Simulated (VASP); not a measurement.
**Rb: single point with PBE**

Crystal: Rb.

```xyz
3
Lattice="8.0980 0.0000 0.0000 -4.0490 7.0131 0.0000 0.0000 0.0000 4.8383" Properties=species:S:1:pos:R:3 pbc="T T T"
Rb    0.0000    0.0000    0.0000
Rb    0.0000    4.6754    2.4191
Rb    4.0490    2.3377    2.4191
```

This isn't the form of Rb at room conditions, which is bcc.

- Program: VASP 6.6.1
- Task: single point
- Functional: PBE
- Potentials or basis: VASP PAW PBE potentials, release 64 (Rb_sv)
- Cutoff: 520 eV
- k mesh: 5 × 5 × 7
- Occupations: fermi-dirac, width 0.05 eV
- Spin: no spin polarisation
- Dipole correction: no
- Further INCAR settings: ALGO = Normal; EDIFF = 1e-06; NBANDS = 20

```yaml
Pressure: 0.0 GPa
Band_gap_on_the_k_mesh: zero (an odd number of electrons rules out a gap without spin polarisation)
```

Levels at points of the mesh, in eV from the Fermi level:
| k point | band 11 | band 12 | band 13 | band 14 | band 15 | band 16 |
| --- | --- | --- | --- | --- | --- | --- |
| (0.00, 0.00, 0.00) | -12.90 | -12.87 | -1.93 | 1.09 | 1.09 | 1.11 |

Wall time 84 s on 1 thread of Intel(R) Xeon(R) 6975P-C (Granite Rapids), on a shared host, peak memory 0.35 GiB.
